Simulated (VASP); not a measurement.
# Bi (R-3m) in VASP: further runs

The runs below take Bi through electric field gradients, with PBE.

Everything below comes from runs of VASP 6.6.1. Logs are shortened: lines on timing, memory, paths and dates and some standing lists are left out, and cuts for length are marked.

### Step 1. The cell of the first run

The structure is trigonal, space group R-3m (No. 166). The conventional cell has a = 4.531 Å, b = 4.531 Å, c = 11.822 Å, α = 90.00°, β = 90.00°, γ = 120.00°. Within 4.0 Å of Bi (site symmetry 3m) lie 6 Bi at 3.06 to 3.52 Å.

### Step 2. Electric field gradients, PBE (35.03 Å³/atom)

INCAR

```
SYSTEM = Bi
ALGO     = Normal         ! electronic algorithm
EDIFF    = 1E-8           ! SCF threshold, eV
ENCUT    = 520            ! plane-wave cutoff, eV
GGA      = PE             ! functional
ISIF     = 2              ! what is computed and relaxed
ISMEAR   = -1             ! smearing method
LASPH    = .TRUE.         ! aspherical terms in the spheres
LCHARG   = .FALSE.        ! write CHGCAR
LEFG     = .TRUE.       
LREAL    = .FALSE.        ! projectors in reciprocal space
LWAVE    = .FALSE.        ! write WAVECAR
NBANDS   = 22             ! bands
NELM     = 60             ! most SCF steps
PREC     = Accurate       ! precision mode
SIGMA    = 0.03           ! smearing width, eV
```

KPOINTS

```
k-points
0
G
  11 11 11
  0 0 0
```

POSCAR

```
Bi
1.0
    2.2653976160      1.3079279234      3.9407758210
   -2.2653976160      1.3079279234      3.9407758210
    0.0000000000     -2.6158558468      3.9407758210
Bi
2
Direct
    0.2338900000      0.2338900000      0.2338900000
    0.7661100000      0.7661100000      0.7661100000
```

Potentials or basis: VASP PAW PBE potentials, release 64 (Bi_d).

Run with:

```console
cat potpaw_PBE.64/Bi_d/POTCAR > POTCAR
mpirun -np 1 vasp_std > vasp.out
```

OUTCAR:

```text
SYSTEM = Bi
   EDIFF = 1E-8
   ENCUT = 520
   GGA = PE
   ISIF = 2
   ISMEAR = -1
   LASPH = .TRUE.
   LREAL = .FALSE.
   NELM = 60
   PREC = Accurate

 ion  position               nearest neighbor table
   1  0.234  0.234  0.234-   2 3.06   2 3.06   2 3.06   2 3.52   2 3.52   2 3.52
   2  0.766  0.766  0.766-   1 3.06   1 3.06   1 3.06   1 3.52   1 3.52   1 3.52

  LATTYP: Found a trigonal (rhomboedric) cell.
 ALAT       =     4.7299488245
 COS(alpha) =     0.5412184017

  Lattice vectors:

 A1 = (   2.2653976160,   1.3079279234,   3.9407758210)
 A2 = (  -2.2653976160,   1.3079279234,   3.9407758210)
 A3 = (   0.0000000000,  -2.6158558468,   3.9407758210)

Analysis of symmetry for initial positions (statically):
=====================================================================
 Subroutine PRICEL returns:
 Original cell was already a primitive cell.

 Routine SETGRP: Setting up the symmetry group for a
 trigonal (rhombohedral) supercell.

 Subroutine GETGRP returns: Found 12 space group operations
 (whereof 12 operations were pure point group operations)
 out of a pool of 12 trial point group operations.

The static configuration has the point symmetry D_3d.

Analysis of symmetry for dynamics (positions and initial velocities):
=====================================================================
 Subroutine PRICEL returns:
 Original cell was already a primitive cell.

 Routine SETGRP: Setting up the symmetry group for a
 trigonal (rhombohedral) supercell.

 Subroutine GETGRP returns: Found 12 space group operations
 (whereof 12 operations were pure point group operations)
 out of a pool of 12 trial point group operations.

The dynamic configuration has the point symmetry D_3d.

 Subroutine INISYM returns: Found 12 space group operations
 (whereof 12 operations are pure point group operations),
 and found     1 'primitive' translations

----------------------------------------------------------------------------------------

                                     Primitive cell

  volume of cell :      70.0586

  direct lattice vectors                    reciprocal lattice vectors
     2.265397616  1.307927923  3.940775821     0.220711806  0.127428021  0.084585713
    -2.265397616  1.307927923  3.940775821    -0.220711806  0.127428021  0.084585713
     0.000000000 -2.615855847  3.940775821     0.000000000 -0.254856042  0.084585713

  length of vectors
     4.729948825  4.729948825  4.729948825     0.268526246  0.268526246  0.268526246

  position of ions in fractional coordinates (direct lattice)
     0.233890000  0.233890000  0.233890000
     0.766110000  0.766110000  0.766110000

  ion indices of the primitive-cell ions
   primitive index   ion index
                 1           1
                 2           2

----------------------------------------------------------------------------------------

 KPOINTS: k-points

Automatic generation of k-mesh.
 Grid dimensions read from file:
 generate k-points for:   11   11   11

 Generating k-lattice:

  Cartesian coordinates                     Fractional coordinates (reciprocal lattice)
     0.020064710  0.011584366  0.007689610     0.090909091 -0.000000000  0.000000000
    -0.020064710  0.011584366  0.007689610    -0.000000000  0.090909091  0.000000000
     0.000000000 -0.023168731  0.007689610     0.000000000  0.000000000  0.090909091

  Length of vectors
     0.024411477  0.024411477  0.024411477

  Shift w.r.t. Gamma in fractional coordinates (k-lattice)
     0.000000000  0.000000000  0.000000000

 Subroutine IBZKPT returns following result:
 ===========================================

 Found    146 irreducible k-points:

 Following reciprocal coordinates:
            Coordinates               Weight
  0.000000  0.000000  0.000000      1.000000
  0.090909 -0.000000  0.000000      6.000000
  0.181818 -0.000000 -0.000000      6.000000
  0.272727 -0.000000  0.000000      6.000000
  0.363636 -0.000000  0.000000      6.000000
  0.454545 -0.000000  0.000000      6.000000
[... 16 lines left out ...]
 -0.272727  0.181818  0.000000     12.000000
 -0.181818  0.181818  0.000000      6.000000
 [... further k-points ...]
   k-points           NKPTS =    146   k-points in BZ     NKDIM =    146   number of bands    NBANDS=     22
   number of dos      NEDOS =    301   number of ions     NIONS =      2
   total plane-waves  NPLWV =  46656
   dimension x,y,z NGX =    36 NGY =   36 NGZ =   36
   dimension x,y,z NGXF=    72 NGYF=   72 NGZF=   72
   ions per type =               2
   NGX,Y,Z   is equivalent  to a cutoff of  12.65, 12.65, 12.65 a.u.
   NGXF,Y,Z  is equivalent  to a cutoff of  25.31, 25.31, 25.31 a.u.
 SYSTEM =  Bi
   PREC   = accura    normal or accurate (medium, high low for compatibility)
   ISTART =      0    job   : 0-new  1-cont  2-samecut
   ICHARG =      2    charge: 1-file 2-atom 10-const
   ISPIN  =      1    spin polarized calculation?
   LNONCOLLINEAR =      F non collinear calculations
   LSORBIT =      F    spin-orbit coupling
   LASPH  =      T    aspherical Exc in radial PAW
   ENCUT  =  520.0 eV  38.22 Ry    6.18 a.u.   8.79  8.79  8.79*2*pi/ulx,y,z
   NELM   =     60;   NELMIN=  2; NELMDL= -5     # of ELM steps
   EDIFF  = 0.1E-07   stopping-criterion for ELM
   LREAL  =      F    real-space projection
   EDIFFG = 0.1E-06   stopping-criterion for IOM
   NSW    =      0    number of steps for IOM
   IBRION =     -1    ionic relax: 0-MD 1-quasi-New 2-CG
   NFREE  =      0    steps in history (QN), initial steepest desc. (CG)
   ISIF   =      2    stress and relaxation
   ISYM   =      2    0-nonsym 1-usesym 2-fastsym
   POTIM  = 0.5000    time-step for ionic-motion
   TEBEG  =    0.0;   TEEND  =   0.0 temperature during run
   PSTRESS=    0.0 pullay stress
   NELECT =      30.0000    total number of electrons
   NUPDOWN=      -1.0000    fix difference up-down
   EMIN   =  10.00;   EMAX   =-10.00  energy-range for DOS
   EFERMI =   0.00;   METHOD = LEGACY
   ISMEAR =    -1;   SIGMA  =   0.03  broadening in eV -4-tet -1-fermi 0-gaus
   EFERMI_NEDOS =   21; number of points for ismear=-14 and -15
   IALGO  =     38    algorithm
   IMIX   =      4    mixing-type and parameters
     AMIX     =   0.40;   BMIX     =  1.00
     AMIX_MAG =   1.60;   BMIX_MAG =  1.00
  volume/ion in A,a.u.               =      35.03       236.39
  Fermi-wavevector in a.u.,A,eV,Ry     =   1.233942  2.331813 20.716414  1.522614
  Thomas-Fermi vector in A             =   2.368652
   LORBIT       =      0    0 simple, 1 ext, 2 COOP (PROOUT), +10 PAW based schemes
   GGA     = PE    functional components
   LHFCALC =     F    Hartree Fock is set to
   AEXX    =    0.0000 exact exchange contribution
   IVDW    =     0    specifies the selected vdW correction
   LEPSILON=     F    determine dielectric tensor
   LRPA    =     F    only Hartree local field effects (RPA)
 non-spin polarized calculation
  energy-cutoff  :      520.00
  volume of cell :       70.06
 maximum number of plane-waves:      1934
   NGX = 17   NGY = 17   NGZ = 17

 number of electron      30.0000004 magnetization

 Free energy of the ion-electron system (eV)
  ---------------------------------------------------
  ext. energy  EPLUGINS =         0.00000000
  ---------------------------------------------------
  free energy    TOTEN  =        -7.75142473 eV

  energy without entropy =       -7.75081977  energy(sigma->0) =       -7.75112225

 E-fermi :   6.3722     XC(G=0):  -9.5496

 val. band max:        6.3617657248   @ k =   0.3636   0.1818   0.1818
 cond. band min:       6.5381130628   @ k =   0.4545   0.0909   0.0909
 fundamental gap:      0.1763473380
 Fermi energy:         6.3722294989

 k-point     1 :       0.0000    0.0000    0.0000
  band No.  band energies     occupation
      1     -16.5490      2.00000
      2     -16.5490      2.00000
      3     -16.3958      2.00000
      4     -16.3958      2.00000
      5     -16.3786      2.00000
      6     -16.2074      2.00000
[... 14 lines left out ...]
     21      12.1877      0.00000
     22      12.5151      0.00000

 k-point     2 :       0.0909   -0.0000    0.0000
  band No.  band energies     occupation
      1     -16.5430      2.00000
      2     -16.5412      2.00000
      3     -16.3930      2.00000
      4     -16.3910      2.00000
      5     -16.3745      2.00000
      6     -16.2112      2.00000
[... 14 lines left out ...]
     21      12.2589      0.00000
     22      13.2033      0.00000

 k-point     3 :       0.1818   -0.0000   -0.0000
  band No.  band energies     occupation
      1     -16.5258      2.00000
      2     -16.5185      2.00000
      3     -16.3858      2.00000
      4     -16.3773      2.00000
      5     -16.3621      2.00000
      6     -16.2238      2.00000
[... 14 lines left out ...]
     21      12.6093      0.00000
     22      14.6005      0.00000

 k-point     4 :       0.2727   -0.0000    0.0000
  band No.  band energies     occupation
      1     -16.5005      2.00000
      2     -16.4828      2.00000
      3     -16.3764      2.00000
      4     -16.3565      2.00000
      5     -16.3417      2.00000
      6     -16.2460      2.00000
[... 14 lines left out ...]
     21      13.2960      0.00000
     22      16.1743      0.00000

 k-point     5 :       0.3636   -0.0000    0.0000
  band No.  band energies     occupation
      1     -16.4731      2.00000
      2     -16.4377      2.00000
      3     -16.3673      2.00000
      4     -16.3313      2.00000
      5     -16.3176      2.00000
      6     -16.2750      2.00000
[... 417 lines left out ...]
 k-point    22 :      -0.3636    0.1818   -0.0000
  band No.  band energies     occupation
      1     -16.4839      2.00000
      2     -16.3630      2.00000
      3     -16.3528      2.00000
      4     -16.3457      2.00000
      5     -16.3126      2.00000
      6     -16.2848      2.00000
[... 14 lines left out ...]
     21      14.2033      0.00000
     22      16.5438      0.00000

 k-point    23 :      -0.2727    0.1818    0.0000
  band No.  band energies     occupation
      1     -16.5014      2.00000
      2     -16.4003      2.00000
      3     -16.3637      2.00000
      4     -16.3459      2.00000
      5     -16.3056      2.00000
      6     -16.2886      2.00000
[... 14 lines left out ...]
     21      15.1920      0.00000
     22      15.9431      0.00000

 k-point    24 :      -0.1818    0.1818    0.0000
  band No.  band energies     occupation
      1     -16.5174      2.00000
      2     -16.4464      2.00000
      3     -16.3735      2.00000
      4     -16.3627      2.00000
      5     -16.3180      2.00000
      6     -16.2706      2.00000
[... 14 lines left out ...]
     21      14.3920      0.00000
     22      14.8502      0.00000

 [... further k-points ...]

------------------------ aborting loop because EDIFF is reached ----------------------------------------

  FORCE on cell =-STRESS in cart. coord.  units (eV):
  Direction    XX          YY          ZZ          XY          YZ          ZX
  --------------------------------------------------------------------------------------
  -------------------------------------------------------------------------------------
  Total        0.9758369      0.9758369      0.9903104      0.0000000     -0.0000000      0.0000000
  in kB       22.3165270     22.3165270     22.6475218      0.0000000     -0.0000000      0.0000000
  external PRESSURE =      22.4268586 kB  Pullay stress =       0.0000000 kB

 VOLUME and BASIS-vectors are now :
 -----------------------------------------------------------------------------
  energy-cutoff  :      520.00
  volume of cell :       70.06
      direct lattice vectors                 reciprocal lattice vectors
     2.265397616  1.307927923  3.940775821     0.220711806  0.127428021  0.084585713
    -2.265397616  1.307927923  3.940775821    -0.220711806  0.127428021  0.084585713
     0.000000000 -2.615855847  3.940775821     0.000000000 -0.254856042  0.084585713

 POSITION                                       TOTAL-FORCE (eV/Angst)
 -----------------------------------------------------------------------------------
      0.00000      0.00000      2.76512         0.000000      0.000000      0.246084
      0.00000      0.00000      9.05720         0.000000     -0.000000     -0.246084
 -----------------------------------------------------------------------------------
    total drift:                                0.000000     -0.000000      0.000000

  FREE ENERGIE OF THE ION-ELECTRON SYSTEM (eV)
  ---------------------------------------------------
  free  energy   TOTEN  =        -7.7514247287 eV

  energy  without entropy=       -7.7508197656  energy(sigma->0) =       -7.75112225

 Electric field gradients (V/A^2)
---------------------------------------------------------------------
 ion       V_xx      V_yy      V_zz      V_xy      V_xz      V_yz
---------------------------------------------------------------------
   1      17.124    17.124   -34.247    -0.000     0.000     0.000
   2      17.124    17.124   -34.247    -0.000     0.000     0.000
---------------------------------------------------------------------

 Electric field gradients after diagonalization (V/A^2)
 (convention: |V_zz| > |V_xx| > |V_yy|)
----------------------------------------------------------------------
 ion       V_xx      V_yy      V_zz     asymmetry (V_yy - V_xx)/ V_zz
----------------------------------------------------------------------
   1      17.124    17.124   -34.247       0.000
   2      17.124    17.124   -34.247       0.000
----------------------------------------------------------------------

           NMR quadrupolar parameters

 Cq : quadrupolar parameter    Cq=e*Q*V_zz/h
 eta: asymmetry parameters     (V_yy - V_xx)/ V_zz
 Q  : nuclear electric quadrupole moment in mb (millibarn)
----------------------------------------------------------------------
 ion       Cq(MHz)       eta       Q (mb)
----------------------------------------------------------------------
   1      -0.083       0.000       1.000
   2      -0.083       0.000       1.000
----------------------------------------------------------------------
```

It took 2.2 min on 1 thread of Intel Xeon Platinum 8488C (Sapphire Rapids), shared host; peak memory 0.32 GiB.

What came out:

| Quantity | Value |
| --- | --- |
| Free energy | -7.7514 eV |
| Pressure | 2.2 GPa |
| Largest force | 0.246 eV/Å |
| Band gap on the k mesh | zero (bands 15 and 16 overlap by 0.06 eV) |
| Largest electric field gradient by atom | Bi -34.2 V/Å² |

Forces in eV/Å, atoms in the order of the input:
```
Bi   0.000  0.000  0.246
Bi   0.000  0.000 -0.246
```

Electric field gradients, principal values (V/Å²):
```tsv
atom	least	middle	greatest (by size)
1 Bi	17.124	17.124	-34.247
2 Bi	17.124	17.124	-34.247
```

Caveat: without QUAD_EFG the Cq values of the log hold for a quadrupole moment of 1 mb, not for the nuclei; spin-orbit coupling is left out, which moves the levels of the heavy elements.

(Continued in part 2 of 2.)

The gap in the log of VASP goes by the Fermi energy; the results here count the filled bands.